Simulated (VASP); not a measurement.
# BN (P6_3mc) in VASP: further runs, part 2 of 2

VASP 6.6.1. The steps go on from the part before.

## (3) Single point, PBE

Contents of INCAR:

```
ALGO = Normal
EDIFF = 1E-6
ENCUT = 600
GGA = PE
GGA_COMPAT = F
ISIF = 2
ISMEAR = 0
LASPH = T
LCHARG = F
LREAL = F
LWAVE = F
NBANDS = 16
NELM = 120
PREC = Accurate
SIGMA = 0.01
```

Contents of KPOINTS:

```
k-points
0
Gamma
  6 6 4
```

Contents of POSCAR:

```
BN
1.0
    2.5360000000      0.0000000000      0.0000000000
   -1.2680000000      2.1962404200      0.0000000000
    0.0000000000      0.0000000000      4.1990000000
B N
2 2
Direct
    0.6666666667      0.3333333333      0.0000000000
    0.3333333333      0.6666666667      0.5000000000
    0.6666666667      0.3333333333      0.3750000000
    0.3333333333      0.6666666667      0.8750000000
```

Potentials or basis: VASP PAW PBE potentials, release 64 (B, N).

The run is started by

```
$ cat potpaw_PBE.64/B/POTCAR potpaw_PBE.64/N/POTCAR > POTCAR
$ mpirun -np 1 vasp_std > vasp.out
```

OUTCAR:

```text
EDIFF = 1E-6
   ENCUT = 600
   GGA = PE
   ISIF = 2
   ISMEAR = 0
   LASPH = T
   LREAL = F
   NELM = 120
   PREC = Accurate

 ion  position               nearest neighbor table
   1  0.667  0.333  0.000-   4 1.56   4 1.56   4 1.56   3 1.57
   2  0.333  0.667  0.500-   3 1.56   3 1.56   3 1.56   4 1.57
   3  0.667  0.333  0.375-   2 1.56   2 1.56   2 1.56   1 1.57
   4  0.333  0.667  0.875-   1 1.56   1 1.56   1 1.56   2 1.57

  LATTYP: Found a hexagonal cell.
 ALAT       =     2.5360000000
 C/A-ratio  =     1.6557570978

  Lattice vectors:

 A1 = (   2.5360000000,   0.0000000000,   0.0000000000)
 A2 = (  -1.2680000000,   2.1962404200,   0.0000000000)
 A3 = (   0.0000000000,   0.0000000000,   4.1990000000)

Analysis of symmetry for initial positions (statically):
=====================================================================
 Subroutine PRICEL returns:
 Original cell was already a primitive cell.

 Routine SETGRP: Setting up the symmetry group for a
 hexagonal supercell.

 Subroutine GETGRP returns: Found 12 space group operations
 (whereof  6 operations were pure point group operations)
 out of a pool of 24 trial point group operations.

The static configuration has the point symmetry C_3v.
 The point group associated with its full space group is C_6v.

Analysis of symmetry for dynamics (positions and initial velocities):
=====================================================================
 Subroutine PRICEL returns:
 Original cell was already a primitive cell.

 Routine SETGRP: Setting up the symmetry group for a
 hexagonal supercell.

 Subroutine GETGRP returns: Found 12 space group operations
 (whereof  6 operations were pure point group operations)
 out of a pool of 24 trial point group operations.

The dynamic configuration has the point symmetry C_3v.
 The point group associated with its full space group is C_6v.

 Subroutine INISYM returns: Found 12 space group operations
 (whereof  6 operations are pure point group operations),
 and found     1 'primitive' translations

----------------------------------------------------------------------------------------

                                     Primitive cell

  volume of cell :      23.3870

  direct lattice vectors                    reciprocal lattice vectors
     2.536000000  0.000000000  0.000000000     0.394321767  0.227661778  0.000000000
    -1.268000000  2.196240420  0.000000000     0.000000000  0.455323557  0.000000000
     0.000000000  0.000000000  4.199000000     0.000000000  0.000000000  0.238151941

  length of vectors
     2.536000000  2.535999997  4.199000000     0.455323556  0.455323557  0.238151941

  position of ions in fractional coordinates (direct lattice)
     0.666666667  0.333333333  0.000000000
     0.333333333  0.666666667  0.500000000
     0.666666667  0.333333333  0.375000000
     0.333333333  0.666666667  0.875000000

  ion indices of the primitive-cell ions
   primitive index   ion index
                 1           1
                 2           2
                 3           3
                 4           4

[... 21 lines left out ...]
 Subroutine IBZKPT returns following result:
 ===========================================

 Found     21 irreducible k-points:

 Following reciprocal coordinates:
            Coordinates               Weight
  0.000000  0.000000  0.000000      1.000000
  0.166667  0.000000  0.000000      6.000000
  0.333333  0.000000  0.000000      6.000000
  0.500000 -0.000000  0.000000      3.000000
  0.166667  0.166667  0.000000      6.000000
  0.333333  0.166667  0.000000     12.000000
[... 13 lines left out ...]
  0.333333  0.166667  0.500000     12.000000
  0.333333  0.333333  0.500000      2.000000
   k-points           NKPTS =     21   k-points in BZ     NKDIM =     21   number of bands    NBANDS=     16
   number of dos      NEDOS =    301   number of ions     NIONS =      4
   total plane-waves  NPLWV =  14400
   dimension x,y,z NGX =    20 NGY =   20 NGZ =   36
   dimension x,y,z NGXF=    40 NGYF=   40 NGZF=   72
   ions per type =               2   2
   NGX,Y,Z   is equivalent  to a cutoff of  13.11, 13.11, 14.25 a.u.
   NGXF,Y,Z  is equivalent  to a cutoff of  26.22, 26.22, 28.51 a.u.
 SYSTEM =  unknown system
   PREC   = accura    normal or accurate (medium, high low for compatibility)
   ISTART =      0    job   : 0-new  1-cont  2-samecut
   ICHARG =      2    charge: 1-file 2-atom 10-const
   ISPIN  =      1    spin polarized calculation?
   LNONCOLLINEAR =      F non collinear calculations
   LSORBIT =      F    spin-orbit coupling
   LASPH  =      T    aspherical Exc in radial PAW
   ENCUT  =  600.0 eV  44.10 Ry    6.64 a.u.   5.07  5.07  8.39*2*pi/ulx,y,z
   NELM   =    120;   NELMIN=  2; NELMDL= -5     # of ELM steps
   EDIFF  = 0.1E-05   stopping-criterion for ELM
   LREAL  =      F    real-space projection
   EDIFFG = 0.1E-04   stopping-criterion for IOM
   NSW    =      0    number of steps for IOM
   IBRION =     -1    ionic relax: 0-MD 1-quasi-New 2-CG
   NFREE  =      0    steps in history (QN), initial steepest desc. (CG)
   ISIF   =      2    stress and relaxation
   ISYM   =      2    0-nonsym 1-usesym 2-fastsym
   POTIM  = 0.5000    time-step for ionic-motion
   TEBEG  =    0.0;   TEEND  =   0.0 temperature during run
   PSTRESS=    0.0 pullay stress
   NELECT =      16.0000    total number of electrons
   NUPDOWN=      -1.0000    fix difference up-down
   EMIN   =  10.00;   EMAX   =-10.00  energy-range for DOS
   EFERMI =   0.00;   METHOD = LEGACY
   ISMEAR =     0;   SIGMA  =   0.01  broadening in eV -4-tet -1-fermi 0-gaus
   EFERMI_NEDOS =   21; number of points for ismear=-14 and -15
   IALGO  =     38    algorithm
   IMIX   =      4    mixing-type and parameters
     AMIX     =   0.40;   BMIX     =  1.00
     AMIX_MAG =   1.60;   BMIX_MAG =  1.00
  volume/ion in A,a.u.               =       5.85        39.46
  Fermi-wavevector in a.u.,A,eV,Ry     =   1.442524  2.725976 28.312044  2.080877
  Thomas-Fermi vector in A             =   2.561035
   LORBIT       =      0    0 simple, 1 ext, 2 COOP (PROOUT), +10 PAW based schemes
   GGA     = PE    functional components
   LHFCALC =     F    Hartree Fock is set to
   AEXX    =    0.0000 exact exchange contribution
   IVDW    =     0    specifies the selected vdW correction
   LEPSILON=     F    determine dielectric tensor
   LRPA    =     F    only Hartree local field effects (RPA)
 non-spin polarized calculation
 Gauss-broadening in eV      SIGMA  =   0.01
  energy-cutoff  :      600.00
  volume of cell :       23.39
 maximum number of plane-waves:       801
   NGX = 11   NGY = 11   NGZ = 17

 number of electron      16.0000003 magnetization

 Free energy of the ion-electron system (eV)
  ---------------------------------------------------
  ext. energy  EPLUGINS =         0.00000000
  ---------------------------------------------------
  free energy    TOTEN  =       -34.82214535 eV

  energy without entropy =      -34.82214535  energy(sigma->0) =      -34.82214535

 E-fermi :   7.7237     XC(G=0): -12.8629

 val. band max:        7.6817072367   @ k =   0.0000   0.0000   0.0000
 cond. band min:      12.8800747657   @ k =   0.3333   0.3333   0.0000
 fundamental gap:      5.1983675289
 Fermi energy:         7.7237082622

 k-point     1 :       0.0000    0.0000    0.0000
  band No.  band energies     occupation
      1     -12.8374      2.00000
      2      -8.6437      2.00000
      3      -3.3271      2.00000
      4       5.5470      2.00000
      5       5.5470      2.00000
      6       7.4333      2.00000
[... 376 lines left out ...]
      3      -1.2080      2.00000
      4      -1.2080      2.00000
      5      -0.1398      2.00000
      6      -0.1398      2.00000
[... 8 lines left out ...]
     15      24.5274      0.00000
     16      24.5274      0.00000

------------------------ aborting loop because EDIFF is reached ----------------------------------------

  FORCE on cell =-STRESS in cart. coord.  units (eV):
  Direction    XX          YY          ZZ          XY          YZ          ZX
  --------------------------------------------------------------------------------------
  -------------------------------------------------------------------------------------
  Total        1.2345915      1.2345915      1.0416211     -0.0000000      0.0000000      0.0000000
  in kB       84.5782828     84.5782825     71.3584396     -0.0000000      0.0000000      0.0000000
  external PRESSURE =      80.1716683 kB  Pullay stress =       0.0000000 kB

 VOLUME and BASIS-vectors are now :
 -----------------------------------------------------------------------------
  energy-cutoff  :      600.00
  volume of cell :       23.39
      direct lattice vectors                 reciprocal lattice vectors
     2.536000000  0.000000000  0.000000000     0.394321767  0.227661778  0.000000000
    -1.268000000  2.196240420  0.000000000     0.000000000  0.455323557  0.000000000
     0.000000000  0.000000000  4.199000000     0.000000000  0.000000000  0.238151941

 POSITION                                       TOTAL-FORCE (eV/Angst)
 -----------------------------------------------------------------------------------
      1.26800      0.73208      0.00000         0.000000     -0.000000      0.052976
     -0.00000      1.46416      2.09950         0.000000      0.000000      0.052976
      1.26800      0.73208      1.57462         0.000000      0.000000     -0.052976
     -0.00000      1.46416      3.67413        -0.000000     -0.000000     -0.052976
 -----------------------------------------------------------------------------------
    total drift:                                0.000000     -0.000000     -0.000239

  FREE ENERGIE OF THE ION-ELECTRON SYSTEM (eV)
  ---------------------------------------------------
  free  energy   TOTEN  =       -34.8221453492 eV

  energy  without entropy=      -34.8221453492  energy(sigma->0) =      -34.82214535
```

OSZICAR:

```text
N       E                     dE             d eps       ncg     rms          rms(c)
DAV:   1     0.505169572927E+02    0.50517E+02   -0.91985E+03   672   0.110E+03
DAV:   2    -0.341397041874E+02   -0.84657E+02   -0.77011E+02   968   0.265E+02
DAV:   3    -0.367959593501E+02   -0.26563E+01   -0.26467E+01   832   0.431E+01
DAV:   4    -0.368031351943E+02   -0.71758E-02   -0.71755E-02   760   0.247E+00
DAV:   5    -0.368031525280E+02   -0.17334E-04   -0.17334E-04   792   0.114E-01    0.955E+00
DAV:   6    -0.349938533825E+02    0.18093E+01   -0.22426E+00   864   0.144E+01    0.453E+00
DAV:   7    -0.348512118897E+02    0.14264E+00   -0.34197E-01   840   0.479E+00    0.275E+00
DAV:   8    -0.348231202288E+02    0.28092E-01   -0.53612E-02   776   0.191E+00    0.262E-01
DAV:   9    -0.348218582099E+02    0.12620E-02   -0.20292E-03   760   0.590E-01    0.138E-01
DAV:  10    -0.348221386642E+02   -0.28045E-03   -0.50379E-04   800   0.182E-01    0.260E-02
DAV:  11    -0.348221442126E+02   -0.55484E-05   -0.33368E-05   832   0.583E-02    0.148E-02
DAV:  12    -0.348221452554E+02   -0.10428E-05   -0.57809E-06   784   0.247E-02    0.225E-03
DAV:  13    -0.348221453492E+02   -0.93754E-07   -0.17035E-07   360   0.426E-03
   1 F= -.34822145E+02 E0= -.34822145E+02  d E =-.170867E-11
```

stdout:

```text
POSCAR found type information on POSCAR B N
 POSCAR found :  2 types and       4 ions
 scaLAPACK will be used
 LDA part: xc-table for (Slater+PW92), standard interpolation
 POSCAR, INCAR and KPOINTS ok, starting setup
 FFT: planning ... GRIDC
 FFT: planning ... GRID_SOFT
 FFT: planning ... GRID
 WAVECAR not read
 entering main loop
```

Wall time 15 s (1 thread of Intel Xeon 8259CL, shared host); peak memory 0.14 GiB.

What came out:

```yaml
Free_energy: -34.8221 eV
Pressure: 8.0 GPa
Largest_force: 0.053 eV/Å
Band_gap_on_the_k_mesh: 5.20 eV, indirect (least direct gap 8.39 eV)
```

Forces on the atoms (eV/Å):
```
B    0.000  0.000  0.053
B    0.000  0.000  0.053
N    0.000  0.000 -0.053
N    0.000  0.000 -0.053
```

Levels at points of the mesh, in eV from the valence-band top:
```
           k point  band 6  band 7  band 8  band 9  band 10  band 11
(0.00, 0.00, 0.00)   -0.25    0.00    0.00    8.44     8.44     8.62
(0.50, 0.00, 0.00)   -5.03   -4.44   -2.14    6.77     8.01    10.71
(0.00, 0.00, 0.50)   -1.18   -1.18   -1.18    9.61     9.61    10.00
(0.50, 0.00, 0.50)   -3.81   -3.59   -3.59    6.64     6.64    10.11
```

Caveat: the k points lie up to 0.48 Å⁻¹ apart. A k mesh can miss the band edges.

## (4) Single point, PBE

Contents of INCAR:

```
SYSTEM = BN
PREC     = Accurate       ! precision mode
ENCUT    = 600            ! plane-wave cutoff, eV
EDIFF    = 1E-6           ! SCF threshold, eV
ISMEAR   = 0              ! smearing method
SIGMA    = 0.01           ! smearing width, eV
LREAL    = .False.        ! projectors in reciprocal space
LASPH    = .True.         ! aspherical terms in the spheres
NELM     = 120            ! most SCF steps
ALGO     = Normal         ! electronic algorithm
ISIF     = 2              ! what is computed and relaxed
LWAVE    = .False.        ! write WAVECAR
LCHARG   = .False.        ! write CHGCAR
GGA      = PE             ! functional
NBANDS   = 16             ! bands
GGA_COMPAT= .False.
```

Contents of KPOINTS:

```
Automatic mesh
0
Gamma
  12 12 8
  0 0 0
```

POSCAR is that of step 3.

The run is started by

```
$ cat potpaw_PBE.64/B/POTCAR potpaw_PBE.64/N/POTCAR > POTCAR
$ mpirun -np 1 vasp_std > vasp.out
```

Wall time 54 s (1 thread of Intel Xeon 8259CL, shared host); peak memory 0.16 GiB.

It converged, with:

```
Free energy            : -34.8264 eV
Pressure               : 8.0 GPa
Largest force          : 0.058 eV/Å
Band gap on the k mesh : 5.20 eV, indirect (least direct gap 8.35 eV)
```

Forces on the atoms (eV/Å):
```
B    0.000  0.000  0.058
B    0.000  0.000  0.058
N    0.000  0.000 -0.058
N    0.000  0.000 -0.058
```

Stress tensor (GPa, compression positive):
```
8.40 0.00 0.00
0.00 8.40 0.00
0.00 0.00 7.19
```

Levels at points of the mesh, in eV from the valence-band top:
```
           k point  band 5  band 6  band 7  band 8  band 9  band 10  band 11  band 12
(0.00, 0.00, 0.00)   -2.13   -0.25    0.00    0.00    8.44     8.44     8.62     9.69
(0.50, 0.00, 0.00)   -6.95   -5.03   -4.44   -2.14    6.77     8.01    10.71    11.61
(0.00, 0.00, 0.50)   -1.18   -1.18   -1.18   -1.18    9.61     9.61    10.00    10.00
(0.50, 0.00, 0.50)   -3.81   -3.81   -3.59   -3.59    6.64     6.64    10.11    10.11
```

## (5) Summary

| k mesh | gap on the mesh (eV) | pressure (GPa) | largest force (eV/Å) |
| --- | --- | --- | --- |
| 3 × 3 × 2 | 5.15 | 9.9 | 0.18 |
| 6 × 6 × 4 | 5.20 | 8.0 | 0.05 |
| 12 × 12 × 8 | 5.20 | 8.0 | 0.06 |

Alike in all rows: task single point; level PBE; potentials or basis VASP PAW PBE potentials, release 64 (B, N); no spin polarisation; cell as given; cutoff (eV) 600; smearing gaussian 0.01 eV.

Caveats: some runs use coarse meshes.

Total energies depend on the potentials used, so only differences within one code and one set of settings carry meaning.
